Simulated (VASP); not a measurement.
Here is a VASP 6.6.1 calculation.

File INCAR:

```
SYSTEM = MgO
PREC = Accurate
ENCUT = 600
EDIFF = 1E-6
ISMEAR = 0
SIGMA = 0.02
LREAL = .False.
LASPH = .True.
NELM = 120
ALGO = Normal
ISIF = 2
LWAVE = .False.
LCHARG = .False.
GGA = PE
NBANDS = 11
GGA_COMPAT = .False.
```

KPOINTS

```
Automatic mesh
0
Gamma
  10 10 10
  0 0 0
```

File POSCAR:

```
MgO
1.0
    0.0000000000      2.1242422345      2.1242422345
    2.1242422345      0.0000000000      2.1242422345
    2.1242422345      2.1242422345      0.0000000000
Mg O
1 1
Direct
    0.0000000000      0.0000000000      0.0000000000
    0.5000000000      0.5000000000      0.5000000000
```

Potentials or basis: VASP PAW PBE potentials, release 64 (Mg, O).

Command:

```console
$ cat potpaw_PBE.64/Mg/POTCAR potpaw_PBE.64/O/POTCAR > POTCAR
$ mpirun -np 1 vasp_std > vasp.out
```

What does it give for the pressure?

-0.4 GPa.

What does it give for the band gap on the k mesh?

4.48 eV, direct.

**Measured values to compare with.**

“Electronic structure of alkaline earth and post-transition metal oxides”, 2009, arxiv:0908.1581 quotes, for a bulk crystal of MgO: band gap 7.83 eV.

A measured gap of MgO is 7.83 eV (quoted in “Electronic structure of alkaline earth and post-transition metal oxides”, 2009, arxiv:0908.1581); the calculated 4.48 eV misses it by -3.35 eV. The value is that of PBE, without temperature or zero-point motion. Semilocal functionals fall short of measured gaps as a rule.
